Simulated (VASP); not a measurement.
# ScInS3 (Immm) in VASP: a series of runs, part 2 of 2

VASP 6.6.1. Earlier steps stand in the parts before.

### Step 3. Single point, PBE

This run uses another cell than the first one, of 34.98 Å³/atom.

The input, INCAR:

```
PREC = Accurate
ENCUT = 520
EDIFF = 1E-6
ISMEAR = 0
SIGMA = 0.1
LREAL = F
LASPH = T
NELM = 60
ALGO = Normal
ISIF = 2
LWAVE = F
LCHARG = F
GGA = PE
NBANDS = 29
```

The input, KPOINTS:

```
regular mesh
0
Gamma
  4 4 4
```

The input, POSCAR:

```
ScInS3
1.0
   -2.2784219054      4.0437255780      4.7461951653
    2.2784219054     -4.0437255780      4.7461951653
    2.2784219054      4.0437255780     -4.7461951653
Sc In S
1 1 3
Direct
    0.5000000000      0.5000000000      0.0000000000
    0.0000000000      0.0000000000      0.0000000000
    0.6700766089      0.0000000000      0.6700766089
    0.3299233911      0.0000000000      0.3299233911
    0.0000000000      0.5000000000      0.5000000000
```

Potentials or basis: VASP PAW PBE potentials, release 64 (Sc_sv, In_d, S).

Started as:

```sh
$ cat potpaw_PBE.64/Sc_sv/POTCAR potpaw_PBE.64/In_d/POTCAR potpaw_PBE.64/S/POTCAR > POTCAR
$ mpirun -np 1 vasp_std > vasp.out
```

OUTCAR:

```text
PREC = Accurate
   ENCUT = 520
   EDIFF = 1E-6
   ISMEAR = 0
   LREAL = F
   LASPH = T
   NELM = 60
   ISIF = 2
   GGA = PE

 ion  position               nearest neighbor table
   1  0.500  0.500  0.000-   3 2.66   4 2.66   3 2.66   4 2.66
   2  0.000  0.000  0.000-   5 2.28   5 2.28   3 2.67   4 2.67
   3  0.670  0.000  0.670-   1 2.66   1 2.66   2 2.67   4 2.75
   4  0.330  0.000  0.330-   1 2.66   1 2.66   2 2.67   3 2.75
   5  0.000  0.500  0.500-   2 2.28   2 2.28

  LATTYP: Found a body centered orthorhombic cell.
 ALAT       =     4.5568438108
 B/A-ratio  =     1.7747922667
 C/A-ratio  =     2.0831063615

  Lattice vectors:

 A1 = (  -2.2784219054,   4.0437255780,   4.7461951653)
 A2 = (   2.2784219054,  -4.0437255780,   4.7461951653)
 A3 = (   2.2784219054,   4.0437255780,  -4.7461951653)

Analysis of symmetry for initial positions (statically):
=====================================================================
 Subroutine PRICEL returns:
 Original cell was already a primitive cell.

 Routine SETGRP: Setting up the symmetry group for a
 body centered orthorhombic supercell.

 Subroutine GETGRP returns: Found  8 space group operations
 (whereof  8 operations were pure point group operations)
 out of a pool of  8 trial point group operations.

The static configuration has the point symmetry D_2h.

Analysis of symmetry for dynamics (positions and initial velocities):
=====================================================================
 Subroutine PRICEL returns:
 Original cell was already a primitive cell.

 Routine SETGRP: Setting up the symmetry group for a
 body centered orthorhombic supercell.

 Subroutine GETGRP returns: Found  8 space group operations
 (whereof  8 operations were pure point group operations)
[... 117 lines left out ...]
   EFERMI_NEDOS =   21; number of points for ismear=-14 and -15
   IALGO  =     38    algorithm
   IMIX   =      4    mixing-type and parameters
     AMIX     =   0.40;   BMIX     =  1.00
     AMIX_MAG =   1.60;   BMIX_MAG =  1.00
  volume/ion in A,a.u.               =      34.98       236.07
  Fermi-wavevector in a.u.,A,eV,Ry     =   1.017538  1.922869 14.087259  1.035384
  Thomas-Fermi vector in A             =   2.150945
   LORBIT       =      0    0 simple, 1 ext, 2 COOP (PROOUT), +10 PAW based schemes
   GGA     = PE    functional components
   LHFCALC =     F    Hartree Fock is set to
   AEXX    =    0.0000 exact exchange contribution
   IVDW    =     0    specifies the selected vdW correction
   LEPSILON=     F    determine dielectric tensor
   LRPA    =     F    only Hartree local field effects (RPA)
 non-spin polarized calculation
 Gauss-broadening in eV      SIGMA  =   0.10
  energy-cutoff  :      520.00
  volume of cell :      174.91
 maximum number of plane-waves:      4739
 NGX is ok and might be reduce to    50
   NGX = 25   NGY = 25   NGZ = 25

 number of electron      42.0000003 magnetization

 Free energy of the ion-electron system (eV)
  ---------------------------------------------------
  ext. energy  EPLUGINS =         0.00000000
  ---------------------------------------------------
  free energy    TOTEN  =       -22.90181131 eV

  energy without entropy =      -22.89752875  energy(sigma->0) =      -22.89967003

 E-fermi :   1.5343     XC(G=0):  -7.2782

 val. band max:        1.4637741761   @ k =   0.2500   0.2500   0.2500
 cond. band min:       1.6000161115   @ k =   0.0000   0.0000   0.0000
 fundamental gap:      0.1362419354
 Fermi energy:         1.5343497090

 k-point     1 :       0.0000    0.0000    0.0000
  band No.  band energies     occupation
      1     -49.6030      2.00000
      2     -28.4859      2.00000
      3     -28.0934      2.00000
      4     -27.9236      2.00000
      5     -13.9992      2.00000
      6     -13.0454      2.00000
[... 565 lines left out ...]
     28       5.3738      0.00000
     29       5.6639      0.00000

------------------------ aborting loop because EDIFF is reached ----------------------------------------

  FORCE on cell =-STRESS in cart. coord.  units (eV):
  Direction    XX          YY          ZZ          XY          YZ          ZX
  --------------------------------------------------------------------------------------
  -------------------------------------------------------------------------------------
  Total        0.0589890      0.0103734      0.2065971     -0.0000000      0.0000000      0.0000000
  in kB        0.5403314      0.0950188      1.8924022     -0.0000000      0.0000000      0.0000000
  external PRESSURE =       0.8425842 kB  Pullay stress =       0.0000000 kB

 VOLUME and BASIS-vectors are now :
 -----------------------------------------------------------------------------
  energy-cutoff  :      520.00
  volume of cell :      174.91
      direct lattice vectors                 reciprocal lattice vectors
    -2.278421905  4.043725578  4.746195165     0.000000000  0.123648351  0.105347543
     2.278421905 -4.043725578  4.746195165     0.219450137  0.000000000  0.105347543
     2.278421905  4.043725578 -4.746195165     0.219450137  0.123648351  0.000000000

 POSITION                                       TOTAL-FORCE (eV/Angst)
 -----------------------------------------------------------------------------------
      0.00000      0.00000      4.74620        -0.000000     -0.000000      0.000000
      0.00000      0.00000      0.00000         0.000000     -0.000000     -0.000000
      0.00000      5.41921      0.00000        -0.000000      0.009870      0.000000
      0.00000      2.66824      0.00000         0.000000     -0.009870     -0.000000
      2.27842      0.00000      0.00000         0.000000     -0.000000     -0.000000
 -----------------------------------------------------------------------------------
    total drift:                               -0.000000      0.000000     -0.000000

  FREE ENERGIE OF THE ION-ELECTRON SYSTEM (eV)
  ---------------------------------------------------
  free  energy   TOTEN  =       -22.9018113087 eV

  energy  without entropy=      -22.8975287453  energy(sigma->0) =      -22.89967003
```

OSZICAR:

```text
N       E                     dE             d eps       ncg     rms          rms(c)
DAV:   1     0.480314214639E+03    0.48031E+03   -0.18167E+04  1044   0.135E+03
DAV:   2     0.426007858491E+02   -0.43771E+03   -0.42890E+03  1076   0.405E+02
DAV:   3    -0.236985780164E+02   -0.66299E+02   -0.63586E+02  1558   0.160E+02
DAV:   4    -0.281088980763E+02   -0.44103E+01   -0.43939E+01  1512   0.420E+01
DAV:   5    -0.282802813782E+02   -0.17138E+00   -0.17126E+00  1611   0.856E+00    0.124E+01
DAV:   6    -0.230411827737E+02    0.52391E+01   -0.12024E+01  1611   0.357E+01    0.769E+00
DAV:   7    -0.229419575313E+02    0.99225E-01   -0.14838E+00  1528   0.661E+00    0.459E+00
DAV:   8    -0.229702771238E+02   -0.28320E-01   -0.61560E-01  1637   0.731E+00    0.215E+00
DAV:   9    -0.228989662228E+02    0.71311E-01   -0.29774E-01  1490   0.459E+00    0.665E-01
DAV:  10    -0.228979805293E+02    0.98569E-03   -0.22719E-02  1451   0.134E+00    0.405E-01
DAV:  11    -0.229012678847E+02   -0.32874E-02   -0.36707E-03  1310   0.338E-01    0.672E-02
DAV:  12    -0.229015910334E+02   -0.32315E-03   -0.83442E-04  1510   0.208E-01    0.664E-02
DAV:  13    -0.229017231036E+02   -0.13207E-03   -0.20443E-04  1248   0.108E-01    0.242E-02
DAV:  14    -0.229018064703E+02   -0.83367E-04   -0.10308E-04  1142   0.503E-02    0.844E-03
DAV:  15    -0.229018109024E+02   -0.44321E-05   -0.86560E-06  1249   0.189E-02    0.742E-03
DAV:  16    -0.229018113087E+02   -0.40630E-06   -0.40227E-06  1192   0.148E-02
   1 F= -.22901811E+02 E0= -.22899670E+02  d E =-.428256E-02
```

stdout:

```text
POSCAR found type information on POSCAR ScInS
 POSCAR found :  3 types and       5 ions
 scaLAPACK will be used
 LDA part: xc-table for (Slater+PW92), standard interpolation
 POSCAR, INCAR and KPOINTS ok, starting setup
 FFT: planning ... GRIDC
 FFT: planning ... GRID_SOFT
 FFT: planning ... GRID
 WAVECAR not read
 entering main loop
```

Run time: 2.1 min. Hardware: 1 thread of Intel Xeon Platinum 8259CL at 2.50GHz (Skylake/Cascade Lake), shared host; peak memory 0.39 GiB.

What came out:

- Free energy: -22.9018 eV
- Pressure: 0.1 GPa
- Largest force: 0.010 eV/Å
- Band gap on the k mesh: 0.14 eV (least direct gap 0.41 eV)

Forces on the atoms (eV/Å):
```
Sc   0.000  0.000  0.000
In   0.000  0.000  0.000
S    0.000  0.010  0.000
S    0.000 -0.010  0.000
S    0.000  0.000  0.000
```

Stress tensor (GPa, compression positive):
```
0.05 0.00 0.00
0.00 0.01 0.00
0.00 0.00 0.19
```

Levels at points of the mesh, in eV from the valence-band top:
| k point | band 19 | band 20 | band 21 | band 22 | band 23 | band 24 |
| --- | --- | --- | --- | --- | --- | --- |
| (0.00, 0.00, 0.00) | -1.87 | -1.55 | -0.30 | 0.14 | 0.63 | 0.80 |
| (0.50, 0.00, 0.00) | -2.14 | -1.19 | -1.04 | 0.71 | 0.81 | 1.27 |
| (0.00, 0.50, 0.00) | -1.31 | -0.93 | -0.34 | 0.59 | 0.73 | 1.00 |
| (0.50, 0.50, 0.00) | -1.21 | -1.09 | 0.00 | 0.77 | 0.81 | 1.28 |
| (0.50, 0.50, 0.50) | -1.40 | -1.19 | -0.33 | 0.15 | 0.74 | 0.83 |

Caveat: semilocal functionals underestimate gaps, and a narrow one can read as zero; spin-orbit coupling is left out, which moves the levels of the heavy elements. A k mesh can miss the band edges.

### Step 4. Relaxation of cell and atoms, PBE

The input, INCAR:

```
PREC     = Accurate       # precision mode
ENCUT    = 600            # plane-wave cutoff, eV
EDIFF    = 1E-6           # SCF threshold, eV
ISMEAR   = 0              # smearing method
SIGMA    = 0.1            # smearing width, eV
LREAL    = F              # projectors in reciprocal space
LASPH    = T              # aspherical terms in the spheres
NELM     = 100            # most SCF steps
ALGO     = Normal         # electronic algorithm
ISIF     = 3              # what is computed and relaxed
LWAVE    = F              # write WAVECAR
LCHARG   = F              # write CHGCAR
GGA      = PE             # functional
IBRION   = 2              # ionic algorithm
NSW      = 90             # ionic steps
EDIFFG   = -0.04          # ionic threshold
```

The input, KPOINTS:

```
Automatic mesh
0
Gamma
  4 4 4
```

The input, POSCAR:

```
ScInS3
1.0
   -2.9340907500      3.3945729400      3.4373556200
    2.9340907500     -3.3945729400      3.4373556200
    2.9340907500      3.3945729400     -3.4373556200
Sc In S
1 1 3
Direct
    0.5000000000      0.5000000000      0.0000000000
    0.0000000000      0.0000000000      0.0000000000
    0.6373730100      0.0000000000      0.6373730100
    0.3626269900      0.0000000000      0.3626269900
    0.0000000000      0.5000000000      0.5000000000
```

Started as:

```sh
$ cat potpaw_PBE.64/Sc_sv/POTCAR potpaw_PBE.64/In_d/POTCAR potpaw_PBE.64/S/POTCAR > POTCAR
$ mpirun -np 1 vasp_std > vasp.out
```

It took 29 min on 1 thread of Intel Xeon Platinum 8259CL at 2.50GHz (Skylake/Cascade Lake), shared host; peak memory 0.4 GiB.

It converged, with:

```
Free energy                           : -22.8861 eV
Relaxed volume                        : 35.90 Å³/atom
Relaxed cell                          : a = 6.725 Å, b = 6.725 Å, c = 6.725 Å, α = 140.36°, β = 106.04°, γ = 87.34°
Space group after relaxing (to 0.1 Å) : Immm (No. 71)
Energy gained by relaxing             : 584.2 meV/atom
Ionic steps                           : 26
Pressure after relaxing               : 0.0 GPa
Largest force after relaxing          : 0.012 eV/Å
Band gap on the k mesh                : 0.14 eV (least direct gap 0.40 eV)
```

Forces in eV/Å, atoms in the order of the input:
```
Sc   0.000  0.000  0.000
In   0.000  0.000  0.000
S    0.000 -0.012  0.000
S    0.000  0.012  0.000
S    0.000  0.000  0.000
```

Stress tensor (GPa, compression positive):
```
-0.11  0.00  0.00
 0.00 -0.05  0.00
 0.00  0.00  0.03
```

Step by step:
```tsv
step	energy change (eV)	largest force (eV/Å)	pressure (GPa)	volume (Å³)
1	0.0000	3.6847	-0.52	136.94
2	-1.8812	0.1889	-5.09	133.71
3	-2.3582	0.3195	-3.83	131.13
4	-1.8876	1.6287	4.69	123.99
5	-2.4318	0.6509	-2.81	129.93
6	-2.4303	0.7416	6.74	119.99
7	-2.5880	0.7463	1.36	124.73
8	-2.6846	0.4406	1.32	127.47
9	-2.7452	0.6343	2.17	135.08
10	-2.7620	0.2970	1.78	132.74
11	-2.7629	0.2206	-1.77	143.25
12	-2.7899	0.2590	-0.13	137.89
13	-2.8187	0.1728	-0.07	140.86
14	-2.8666	0.1002	0.38	149.67
15	-2.8109	0.9020	1.47	166.81
16	-2.8732	0.3200	0.66	154.52
17	-2.8894	0.3147	-0.08	161.12
18	-2.8922	0.3153	-0.74	168.07
19	-2.8998	0.2780	-0.68	170.65
20	-2.9145	0.1671	-0.47	178.40
21	-2.9043	0.0551	-0.01	193.91
22	-2.9173	0.1006	-0.34	182.89
23	-2.9194	0.0814	-0.11	181.17
24	-2.9198	0.0675	0.05	179.98
25	-2.9203	0.0527	0.02	179.85
26	-2.9208	0.0121	-0.04	179.49
```

Final structure:
```cif
data_structure
_symmetry_space_group_name_H-M 'P 1'
_symmetry_Int_Tables_number 1
_cell_length_a 6.7253
_cell_length_b 6.7253
_cell_length_c 6.7253
_cell_angle_alpha 140.362
_cell_angle_beta 106.044
_cell_angle_gamma 87.337
_cell_volume 179.49
loop_
_atom_site_label
_atom_site_type_symbol
_atom_site_fract_x
_atom_site_fract_y
_atom_site_fract_z
_atom_site_occupancy
Sc1 Sc 0.50000 0.50000 0.00000 1
In1 In 0.00000 0.00000 0.00000 1
S1 S 0.67034 0.00000 0.67034 1
S2 S 0.32966 0.00000 0.32966 1
S3 S 0.00000 0.50000 0.50000 1
```

Levels at points of the mesh, in eV from the valence-band top:
```csv
k point,band 17,band 18,band 19,band 20,band 21,band 22,band 23,band 24,band 25
"(0.00, 0.00, 0.00)",-2.34,-2.09,-1.83,-1.53,-0.28,0.14,0.62,0.80,1.40
"(0.50, 0.00, 0.00)",-2.43,-2.26,-2.14,-1.18,-1.04,0.70,0.81,1.28,1.38
"(0.00, 0.50, 0.00)",-2.14,-1.60,-1.29,-0.93,-0.33,0.63,0.73,1.00,1.44
"(0.50, 0.50, 0.00)",-2.02,-1.25,-1.20,-1.07,0.00,0.76,0.82,1.28,1.71
"(0.50, 0.50, 0.50)",-2.48,-2.09,-1.42,-1.21,-0.31,0.14,0.74,0.82,1.36
```

Caveat: the volume moved by over 15 % at a fixed basis, so the end points are rough; semilocal functionals underestimate gaps, and a narrow one can read as zero; spin-orbit coupling is left out, which moves the levels of the heavy elements. A k mesh can miss the band edges.

### Step 5. The runs side by side

| task | cell | cutoff (eV) | gap on the mesh (eV) | pressure (GPa) | largest force (eV/Å) |
| --- | --- | --- | --- | --- | --- |
| single point | a = 5.652 Å, angles 117.5, 106.2, 105.1°, 5 atoms, atomic positions A | 520 | none | -0.6 | 3.69 |
| single point | a = 6.638 Å, angles 139.9, 104.9, 88.7°, 5 atoms, atomic positions B | 520 | 0.14 | 0.1 | 0.01 |
| relaxation of cell and atoms | relaxed from a = 5.652 Å, angles 117.5, 106.2, 105.1°, 5 atoms, atomic positions A | 600 | 0.14 | 0.0 | 0.01 |

Alike in all rows: level PBE; potentials or basis VASP PAW PBE potentials, release 64 (Sc_sv, In_d, S); no spin polarisation; k mesh 4 × 4 × 4; smearing gaussian 0.1 eV.

Caveats: semilocal functionals underestimate gaps, and a narrow one can read as zero; spin-orbit coupling is left out, which moves the levels of the heavy elements; the stress differs along the axes, from -13 to 12 GPa (at least some runs); forces of over 1 eV/Å act on the atoms, so gaps and moduli don't describe the material at rest (at least some runs); the volume moved by over 15 % at a fixed basis, so the end points are rough (at least some runs).

Absolute energies hang on the potentials; compare differences alone.

The gap in the log of VASP goes by the Fermi energy; the results here count the filled bands.